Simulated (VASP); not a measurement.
Wanted: the native input for a VASP 6.6.1 run.

```
Task                   : single point
Functional             : PBE
Potentials or basis    : VASP PAW PBE potentials, release 64 (Ca_sv, Cu, C)
Cutoff                 : 520 eV
k mesh                 : 4 × 4 × 4
Occupations            : gaussian, width 0.1 eV
Spin                   : no spin polarisation
Dipole correction      : no
Further INCAR settings : ALGO = Normal; EDIFF = 1e-06; NBANDS = 34
```

The structure of CaCu3C2 lies in POSCAR:

```
CaCu3C2
1.0
   -2.7554729400      2.7554729400      3.0702257700
    2.7554729400     -2.7554729400      3.0702257700
    2.7554729400      2.7554729400     -3.0702257700
Ca Cu C
1 3 2
Direct
    0.0000000000      0.0000000000      0.0000000000
    0.5000000000      0.0000000000      0.5000000000
    0.0000000000      0.5000000000      0.5000000000
    0.5000000000      0.5000000000      0.0000000000
    0.7500000000      0.2500000000      0.5000000000
    0.2500000000      0.7500000000      0.5000000000
```

The cell was generated, and may not be a known phase.

One way to write it, as run:

INCAR

```
  ALGO = Normal
  EDIFF = 1E-6
  ENCUT = 520
  GGA = PE
  ISIF = 2
  ISMEAR = 0
  LASPH = T
  LCHARG = T
  LELF = T
  LREAL = F
  LVHAR = T
  LWAVE = F
  NBANDS = 34
  NELM = 80
  PREC = Accurate
  SIGMA = 0.1
```

KPOINTS

```
k-points
0
Gamma
  4 4 4
```

Potentials or basis: VASP PAW PBE potentials, release 64 (Ca_sv, Cu, C).

Command:

```bash
$ cat potpaw_PBE.64/Ca_sv/POTCAR potpaw_PBE.64/Cu/POTCAR potpaw_PBE.64/C/POTCAR > POTCAR
$ mpirun -np 1 vasp_std > vasp.out
```

It gave:

* Pressure: 36.2 GPa
* Band gap on the k mesh: zero (an odd number of electrons rules out a gap without spin polarisation)

Caveat: the k points lie up to 0.38 Å⁻¹ apart, too coarse for converged energies and pressures of a metal.

Wall time 79 s on 1 thread of Oxide Virtual Turin-like Processor, with other jobs on the host, peak memory 0.23 GiB.
